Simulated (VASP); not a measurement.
# NaF (I4/mmm) in VASP: further runs

The runs below take NaF through single point, with PBEsol.

Everything below comes from runs of VASP 6.6.1. Logs are shortened: lines on timing, memory, paths and dates and some standing lists are left out, and cuts for length are marked.

## 1. The cell of the first run

It takes space group I4/mmm (No. 139, tetragonal). Conventional cell: a = 3.236 Å, b = 3.236 Å, c = 4.507 Å, α = 90.00°, β = 90.00°, γ = 90.00°. Within 3.0 Å of Na (site symmetry 4/mmm) lie 6 F at 2.25 to 2.29 Å. Within 3.0 Å of F (site symmetry 4/mmm) lie 6 Na at 2.25 to 2.29 Å.

## 2. Single point, PBEsol (strain -0.015 along x and y, -0.030 along z)

The input, INCAR:

```
ALGO     = Normal         # electronic algorithm
EDIFF    = 1E-7           # SCF threshold, eV
ENCUT    = 520            # plane-wave cutoff, eV
GGA      = PS             # functional
ISIF     = 2              # what is computed and relaxed
ISMEAR   = 0              # smearing method
LASPH    = True           # aspherical terms in the spheres
LCHARG   = True           # write CHGCAR
LELF     = True           # ELF
LREAL    = False          # projectors in reciprocal space
LVHAR    = True         
LWAVE    = False          # write WAVECAR
NBANDS   = 14             # bands
NELM     = 60             # most SCF steps
PREC     = Accurate       # precision mode
SIGMA    = 0.05           # smearing width, eV
```

The input, KPOINTS:

```
k-points
0
Gamma
  8 8 8
```

The input, POSCAR:

```
NaF
1.0
    0.0000000000      2.2884505000      2.2536010000
    2.2884505000      0.0000000000      2.2536010000
    2.2884505000      2.2884505000      0.0000000000
Na F
1 1
Direct
    0.0000000000      0.0000000000      0.0000000000
    0.5000000000      0.5000000000      0.5000000000
```

Potentials or basis: VASP PAW PBE potentials, release 64 (Na_pv, F).

The run is started by

```bash
$ cat potpaw_PBE.64/Na_pv/POTCAR potpaw_PBE.64/F/POTCAR > POTCAR
$ mpirun -np 1 vasp_std > vasp.out
```

OUTCAR:

```text
EDIFF = 1E-7
   ENCUT = 520
   GGA = PS
   ISIF = 2
   ISMEAR = 0
   LASPH = True
   LREAL = False
   NELM = 60
   PREC = Accurate

 ion  position               nearest neighbor table
   1  0.000  0.000  0.000-   2 2.25   2 2.25   2 2.29   2 2.29   2 2.29   2 2.29
   2  0.500  0.500  0.500-   1 2.25   1 2.25   1 2.29   1 2.29   1 2.29   1 2.29

  LATTYP: Found a body centered tetragonal cell.
 ALAT       =     3.2363577339
 C/A-ratio  =     1.3926773152

  Lattice vectors:

 A1 = (   0.0000000000,  -2.2884505000,  -2.2536010000)
 A2 = (   0.0000000000,   2.2884505000,  -2.2536010000)
 A3 = (   2.2884505000,   0.0000000000,   2.2536010000)

Analysis of symmetry for initial positions (statically):
=====================================================================
 Subroutine PRICEL returns:
 Original cell was already a primitive cell.

 Routine SETGRP: Setting up the symmetry group for a
 body centered tetragonal supercell.

 Subroutine GETGRP returns: Found 16 space group operations
 (whereof 16 operations were pure point group operations)
 out of a pool of 16 trial point group operations.

The static configuration has the point symmetry D_4h.

Analysis of symmetry for dynamics (positions and initial velocities):
=====================================================================
 Subroutine PRICEL returns:
 Original cell was already a primitive cell.

 Routine SETGRP: Setting up the symmetry group for a
 body centered tetragonal supercell.

 Subroutine GETGRP returns: Found 16 space group operations
 (whereof 16 operations were pure point group operations)
 out of a pool of 16 trial point group operations.

The dynamic configuration has the point symmetry D_4h.

 Subroutine INISYM returns: Found 16 space group operations
 (whereof 16 operations are pure point group operations),
 and found     1 'primitive' translations

----------------------------------------------------------------------------------------

                                     Primitive cell

  volume of cell :      23.6042

  direct lattice vectors                    reciprocal lattice vectors
     0.000000000  2.288450500  2.253601000    -0.218488449  0.218488449  0.221867136
     2.288450500  0.000000000  2.253601000     0.218488449 -0.218488449  0.221867136
     2.288450500  2.288450500  0.000000000     0.218488449  0.218488449 -0.221867136

  length of vectors
     3.211809951  3.211809951  3.236357734     0.380393784  0.380393784  0.380393784

  position of ions in fractional coordinates (direct lattice)
     0.000000000  0.000000000  0.000000000
     0.500000000  0.500000000  0.500000000

  ion indices of the primitive-cell ions
   primitive index   ion index
                 1           1
                 2           2

----------------------------------------------------------------------------------------

 KPOINTS: k-points

Automatic generation of k-mesh.
 Grid dimensions read from file:
 generate k-points for:    8    8    8

 Generating k-lattice:

  Cartesian coordinates                     Fractional coordinates (reciprocal lattice)
    -0.027311056  0.027311056  0.027733392     0.125000000 -0.000000000  0.000000000
     0.027311056 -0.027311056  0.027733392    -0.000000000  0.125000000  0.000000000
     0.027311056  0.027311056 -0.027733392     0.000000000  0.000000000  0.125000000

  Length of vectors
     0.047549223  0.047549223  0.047549223

  Shift w.r.t. Gamma in fractional coordinates (k-lattice)
     0.000000000  0.000000000  0.000000000

 Subroutine IBZKPT returns following result:
 ===========================================

 Found     59 irreducible k-points:

 Following reciprocal coordinates:
            Coordinates               Weight
  0.000000  0.000000  0.000000      1.000000
  0.125000 -0.000000  0.000000      8.000000
  0.250000 -0.000000  0.000000      8.000000
  0.375000  0.000000  0.000000      8.000000
  0.500000 -0.000000  0.000000      4.000000
  0.125000  0.125000  0.000000      2.000000
[... 16 lines left out ...]
  0.250000 -0.000000  0.125000     16.000000
  0.375000 -0.000000  0.125000     16.000000
 [... further k-points ...]
   k-points           NKPTS =     59   k-points in BZ     NKDIM =     59   number of bands    NBANDS=     14
   number of dos      NEDOS =    301   number of ions     NIONS =      2
   total plane-waves  NPLWV =  13824
   dimension x,y,z NGX =    24 NGY =   24 NGZ =   24
   dimension x,y,z NGXF=    48 NGYF=   48 NGZF=   48
   ions per type =               1   1
   NGX,Y,Z   is equivalent  to a cutoff of  12.42, 12.42, 12.33 a.u.
   NGXF,Y,Z  is equivalent  to a cutoff of  24.85, 24.85, 24.66 a.u.
 SYSTEM =  unknown system
   PREC   = accura    normal or accurate (medium, high low for compatibility)
   ISTART =      0    job   : 0-new  1-cont  2-samecut
   ICHARG =      2    charge: 1-file 2-atom 10-const
   ISPIN  =      1    spin polarized calculation?
   LNONCOLLINEAR =      F non collinear calculations
   LSORBIT =      F    spin-orbit coupling
   LASPH  =      T    aspherical Exc in radial PAW
   ENCUT  =  520.0 eV  38.22 Ry    6.18 a.u.   5.97  5.97  6.02*2*pi/ulx,y,z
   NELM   =     60;   NELMIN=  2; NELMDL= -5     # of ELM steps
   EDIFF  = 0.1E-06   stopping-criterion for ELM
   LREAL  =      F    real-space projection
   EDIFFG = 0.1E-05   stopping-criterion for IOM
   NSW    =      0    number of steps for IOM
   IBRION =     -1    ionic relax: 0-MD 1-quasi-New 2-CG
   NFREE  =      0    steps in history (QN), initial steepest desc. (CG)
   ISIF   =      2    stress and relaxation
   ISYM   =      2    0-nonsym 1-usesym 2-fastsym
   POTIM  = 0.5000    time-step for ionic-motion
   TEBEG  =    0.0;   TEEND  =   0.0 temperature during run
   PSTRESS=    0.0 pullay stress
   NELECT =      14.0000    total number of electrons
   NUPDOWN=      -1.0000    fix difference up-down
   EMIN   =  10.00;   EMAX   =-10.00  energy-range for DOS
   EFERMI =   0.00;   METHOD = LEGACY
   ISMEAR =     0;   SIGMA  =   0.05  broadening in eV -4-tet -1-fermi 0-gaus
   EFERMI_NEDOS =   21; number of points for ismear=-14 and -15
   IALGO  =     38    algorithm
   IMIX   =      4    mixing-type and parameters
     AMIX     =   0.40;   BMIX     =  1.00
     AMIX_MAG =   1.60;   BMIX_MAG =  1.00
  volume/ion in A,a.u.               =      11.80        79.64
  Fermi-wavevector in a.u.,A,eV,Ry     =   1.375480  2.599280 25.741463  1.891944
  Thomas-Fermi vector in A             =   2.500812
   LORBIT       =      0    0 simple, 1 ext, 2 COOP (PROOUT), +10 PAW based schemes
   GGA     = PS    functional components
   LHFCALC =     F    Hartree Fock is set to
   AEXX    =    0.0000 exact exchange contribution
   IVDW    =     0    specifies the selected vdW correction
   LEPSILON=     F    determine dielectric tensor
   LRPA    =     F    only Hartree local field effects (RPA)
 non-spin polarized calculation
 Gauss-broadening in eV      SIGMA  =   0.05
  energy-cutoff  :      520.00
  volume of cell :       23.60
 maximum number of plane-waves:       646
   NGX = 11   NGY = 11   NGZ = 13

 number of electron      14.0000002 magnetization

 Free energy of the ion-electron system (eV)
  ---------------------------------------------------
  ext. energy  EPLUGINS =         0.00000000
  ---------------------------------------------------
  free energy    TOTEN  =        -8.75576285 eV

  energy without entropy =       -8.75576285  energy(sigma->0) =       -8.75576285

 E-fermi :  -1.6012     XC(G=0):  -9.5993

 val. band max:       -1.9414024623   @ k =   0.0000   0.0000   0.0000
 cond. band min:       4.4996012674   @ k =   0.0000   0.0000   0.0000
 fundamental gap:      6.4410037297
 Fermi energy:        -1.6012324921

 k-point     1 :       0.0000    0.0000    0.0000
  band No.  band energies     occupation
      1     -21.0941      2.00000
      2     -20.5598      2.00000
      3     -20.5598      2.00000
      4     -20.5558      2.00000
      5      -1.9430      2.00000
      6      -1.9430      2.00000
      7      -1.9414      2.00000
      8       4.4996      0.00000
      9      17.2314      0.00000
     10      17.2314      0.00000
     11      17.3471      0.00000
     12      20.0646      0.00000
     13      22.2802      0.00000
     14      22.7424      0.00000

 k-point     2 :       0.1250   -0.0000    0.0000
  band No.  band energies     occupation
      1     -21.2462      2.00000
      2     -20.5622      2.00000
      3     -20.5591      2.00000
      4     -20.3820      2.00000
      5      -2.2670      2.00000
      6      -1.9870      2.00000
      7      -1.9840      2.00000
      8       5.0707      0.00000
      9      15.4638      0.00000
     10      17.4860      0.00000
     11      17.5761      0.00000
     12      21.7658      0.00000
     13      22.1125      0.00000
     14      22.1936      0.00000

 k-point     3 :       0.2500   -0.0000    0.0000
  band No.  band energies     occupation
      1     -21.4683      2.00000
      2     -20.5681      2.00000
      3     -20.5633      2.00000
      4     -20.1014      2.00000
      5      -2.9248      2.00000
      6      -2.0917      2.00000
      7      -2.0841      2.00000
      8       6.4298      0.00000
      9      13.3633      0.00000
     10      18.0481      0.00000
     11      18.1988      0.00000
     12      21.1581      0.00000
     13      21.4878      0.00000
     14      23.0822      0.00000
[... 324 lines left out ...]
 k-point    23 :       0.2500   -0.0000    0.1250
  band No.  band energies     occupation
      1     -21.3849      2.00000
      2     -20.5762      2.00000
      3     -20.5718      2.00000
      4     -20.1866      2.00000
      5      -2.7834      2.00000
      6      -2.1115      2.00000
      7      -2.0997      2.00000
      8       6.3220      0.00000
      9      13.6943      0.00000
     10      17.7779      0.00000
     11      17.8397      0.00000
     12      19.4738      0.00000
     13      22.9764      0.00000
     14      24.6112      0.00000

 k-point    24 :       0.3750   -0.0000    0.1250
  band No.  band energies     occupation
      1     -21.5244      2.00000
      2     -20.5830      2.00000
      3     -20.5786      2.00000
      4     -19.9936      2.00000
      5      -3.2789      2.00000
      6      -2.2551      2.00000
      7      -2.1970      2.00000
      8       7.8316      0.00000
      9      12.2093      0.00000
     10      17.5322      0.00000
     11      18.2446      0.00000
     12      19.5187      0.00000
     13      22.6978      0.00000
     14      24.5498      0.00000

 [... further k-points ...]

------------------------ aborting loop because EDIFF is reached ----------------------------------------

  FORCE on cell =-STRESS in cart. coord.  units (eV):
  Direction    XX          YY          ZZ          XY          YZ          ZX
  --------------------------------------------------------------------------------------
  -------------------------------------------------------------------------------------
  Total        0.3233381      0.3233381      0.5748941      0.0000000      0.0000000      0.0000000
  in kB       21.9471147     21.9471147     39.0218965      0.0000000      0.0000000      0.0000000
  external PRESSURE =      27.6387086 kB  Pullay stress =       0.0000000 kB

 VOLUME and BASIS-vectors are now :
 -----------------------------------------------------------------------------
  energy-cutoff  :      520.00
  volume of cell :       23.60
      direct lattice vectors                 reciprocal lattice vectors
     0.000000000  2.288450500  2.253601000    -0.218488449  0.218488449  0.221867136
     2.288450500  0.000000000  2.253601000     0.218488449 -0.218488449  0.221867136
     2.288450500  2.288450500  0.000000000     0.218488449  0.218488449 -0.221867136

 POSITION                                       TOTAL-FORCE (eV/Angst)
 -----------------------------------------------------------------------------------
      0.00000      0.00000      0.00000         0.000000      0.000000      0.000000
      2.28845      2.28845      2.25360         0.000000      0.000000      0.000000
 -----------------------------------------------------------------------------------
    total drift:                                0.000000     -0.000000      0.000000

  FREE ENERGIE OF THE ION-ELECTRON SYSTEM (eV)
  ---------------------------------------------------
  free  energy   TOTEN  =        -8.7557628540 eV

  energy  without entropy=       -8.7557628540  energy(sigma->0) =       -8.75576285
```

It took 38 s on 1 thread of AMD EPYC 7R13, shared host; peak memory 0.11 GiB.

What came out:

```
Free energy            : -8.7558 eV
Pressure               : 2.8 GPa
Band gap on the k mesh : 6.44 eV
```

Levels at points of the mesh, in eV from the valence-band top:
| k point | band 3 | band 4 | band 5 | band 6 | band 7 | band 8 | band 9 | band 10 | band 11 | band 12 |
| --- | --- | --- | --- | --- | --- | --- | --- | --- | --- | --- |
| (0.00, 0.00, 0.00) | -18.62 | -18.61 | 0.00 | 0.00 | 0.00 | 6.44 | 19.17 | 19.17 | 19.29 | 22.01 |
| (0.50, 0.00, 0.00) | -18.63 | -17.87 | -1.74 | -0.29 | -0.28 | 10.92 | 12.78 | 20.40 | 20.70 | 23.32 |
| (0.50, 0.50, 0.00) | -18.69 | -18.69 | -1.36 | -0.46 | -0.46 | 13.16 | 13.55 | 14.09 | 20.20 | 20.20 |
| (0.50, 0.00, 0.50) | -18.68 | -18.68 | -1.39 | -0.44 | -0.42 | 13.32 | 13.34 | 14.03 | 20.31 | 20.47 |

Caveat: the cell differs from its parent crystal (strain -0.015 along x and y, -0.030 along z); the PAW data sets were made with another functional, which shifts forces and pressure a little.

(Part 1 of 2 ends here.)
